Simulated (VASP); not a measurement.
Input of a VASP 6.6.1 run:

Contents of INCAR:

```
PREC = Accurate
ENCUT = 560
EDIFF = 1E-6
ISMEAR = 0
SIGMA = 0.15
LREAL = F
LASPH = T
NELM = 120
ALGO = Normal
ISIF = 2
LWAVE = F
LCHARG = F
GGA = PS
NBANDS = 14
GGA_COMPAT = F
```

File KPOINTS:

```
Automatic mesh
0
Gamma
  22 22 22
```

The input POSCAR:

```
Ir
1.0
    0.0000000000      1.9197000000      1.8717075000
    1.9197000000      0.0000000000      1.8717075000
    1.9197000000      1.9197000000      0.0000000000
Ir
1
Direct
    0.0000000000      0.0000000000      0.0000000000
```

Potentials or basis: VASP PAW PBE potentials, release 64 (Ir_sv_GW).

Command:

```bash
$ cat potpaw_PBE.64/Ir_sv_GW/POTCAR > POTCAR
$ mpirun -np 1 vasp_std > vasp.out
```

Predict the band gap on the k mesh.

zero (an odd number of electrons rules out a gap without spin polarisation).

What does it give for the pressure?

5.7 GPa.

Stress tensor (GPa, compression positive):
```
 2.37  0.00  0.00
 0.00  2.37  0.00
 0.00  0.00 12.35
```

Caveat: the cell differs from its parent crystal (strain +0.000 along x and y, -0.025 along z); the stress differs along the axes, from 2 to 12 GPa; the PAW data sets were made with another functional, which shifts forces and pressure a little; spin-orbit coupling is left out, which moves the levels of the heavy elements.
